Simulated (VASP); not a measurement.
Runs of VASP 6.6.1 on Zn. The structure is that of space group Fm-3m (No. 225), or close to it. The cells are those of the table. This isn't the form of Zn at room conditions, which is hcp.

```csv
level,potentials or basis,cell,k mesh,cutoff (eV),smearing,grid for exact exchange (PRECFOCK),share of exact exchange,screening parameter,gap on the mesh (eV),pressure (GPa)
PBE0+D4,"VASP PAW PBE potentials, release 64 (Zn)","a = 2.779 Å, angles 60.0°, 1 atom",7 × 7 × 7,400,fermi-dirac 0.1 eV,Normal,0.25,-,none,-4.7
PBE+D3(BJ),"VASP PAW PBE potentials, release 64 (Zn)","a = 2.911 Å, angles 60.0°, 1 atom",12 × 12 × 12,500,gaussian 0.05 eV,-,-,-,none,(a)
LDA,"VASP PAW LDA potentials, release 64 (Zn)","a = 2.760 Å, angles 60.0°, 1 atom",12 × 12 × 12,520,fermi-dirac 0.05 eV,-,-,-,none,-7.0
HSE06,"VASP PAW PBE potentials, release 64 (Zn)","a = 2.779 Å, angles 60.0°, 1 atom",6 × 6 × 6,400,fermi-dirac 0.05 eV,Normal,0.25,0.2079 1/Å,none,(b)
r2SCAN,"VASP PAW PBE potentials, release 64 (Zn)","a = 2.722 Å, angles 60.0°, 1 atom",12 × 12 × 12,550,fermi-dirac 0.05 eV,-,-,-,none,0.3
```

Alike in all rows: task single point; no spin polarisation.

Task: Estimate the missing entries.

Result: (a) -9.7; (b) -1.2.

Caveats: some runs use coarse meshes; the PAW data sets were made with another functional, which shifts forces and pressure a little (at least some runs); the cell stands under tension (at least some runs); three body term missing (at least some runs).

A gap of «none» marks levels without a gap at the run's occupations.
